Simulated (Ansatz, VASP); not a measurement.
# One calculation of SiO2, two programs

```
Si O
1.0
     5.10993    0.00000    0.00000
    -2.55496    4.42533    0.00000
     0.00000    0.00000    5.56430
Si O
3 6
Direct
  0.00000 0.50000 0.33333
  0.50000 0.50000 0.66667
  0.50000 0.00000 0.00000
  0.58472 0.79236 0.83333
  0.79236 0.58472 0.50000
  0.79236 0.20764 0.16667
  0.41528 0.20764 0.83333
  0.20764 0.41528 0.50000
  0.20764 0.79236 0.16667
```

Alike in both runs: functional PBE; k mesh 3 × 3 × 1; occupations gaussian, width 0.02 eV; no spin polarisation.

Ansatz relaxed the structure, and its values are those at the end. VASP's run is a single point on that final structure, the one shown.

```csv
,VASP,Ansatz
version,VASP 6.6.1,Ansatz 0.2.0
potentials or method,"VASP PAW PBE potentials, release 64 (Si, O), cutoff 520 eV","scalar-relativistic, plane waves, PAW"
valence electrons in the cell,48,48
```

Ansatz gave:

- gap on the k mesh at the Fermi level (eV): 5.62
- least direct gap on the mesh (eV): 5.75
- pressure (GPa): 0.0
- rms of the force components (eV/Å): 0.000

**Question.** Which values does VASP return?

**Answer.** gap on the k mesh at the Fermi level (eV): 5.62; least direct gap on the mesh (eV): 5.75; pressure (GPa): 0.1; rms of the force components (eV/Å): 0.006.

The k mesh is coarse, so the values compare programs but aren't converged.
